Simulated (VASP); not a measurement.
A run of VASP 6.6.1 is set up as follows.

File INCAR:

```
SYSTEM = WS2
  PREC = Accurate
  ENCUT = 520
  EDIFF = 1E-6
  ISMEAR = 0
  SIGMA = 0.02
  LREAL = .False.
  LASPH = .True.
  NELM = 60
  ALGO = Normal
  ISIF = 2
  LWAVE = .False.
  LCHARG = .True.
  GGA = PS
  IVDW = 12
  LELF = .True.
  LVHAR = .True.
  NBANDS = 35
```

KPOINTS

```
regular mesh
0
Gamma
  12 12 2
  0 0 0
```

File POSCAR:

```
WS2
1.0
    3.1147537994      0.0000000000      0.0000000000
   -1.5573768997      2.6974559168      0.0000000000
    0.0000000000      0.0000000000     11.7770229031
W S
2 4
Direct
    0.3333333333      0.6666666667      0.7497362585
    0.6666666667      0.3333333333      0.2502637415
    0.3333333333      0.6666666667      0.1167683662
    0.6666666667      0.3333333333      0.6162437907
    0.3333333333      0.6666666667      0.3837562093
    0.6666666667      0.3333333333      0.8832316338
```

Potentials or basis: VASP PAW PBE potentials, release 64 (W_sv, S).

Launch:

```bash
$ cat potpaw_PBE.64/W_sv/POTCAR potpaw_PBE.64/S/POTCAR > POTCAR
$ mpirun -np 1 vasp_std > vasp.out
```

Q: What does it give for the dispersion energy per atom?

A: -0.416 eV.

Q: Estimate the band gap on the k mesh.

A: 0.68 eV, indirect (least direct gap 1.93 eV).

Q: What does it give for the pressure?

A: 0.1 GPa.

Q: Predict the largest force.

A: 0.024 eV/Å.

Forces in eV/Å, atoms in the order of the input:
```
W    0.000  0.000  0.004
W    0.000  0.000 -0.004
S    0.000  0.000 -0.024
S    0.000  0.000 -0.017
S    0.000  0.000  0.017
S    0.000  0.000  0.024
```

Caveat: the PAW data sets were made with another functional, which shifts forces and pressure a little; spin-orbit coupling is left out, which moves the levels of the heavy elements. A k mesh can miss the band edges.
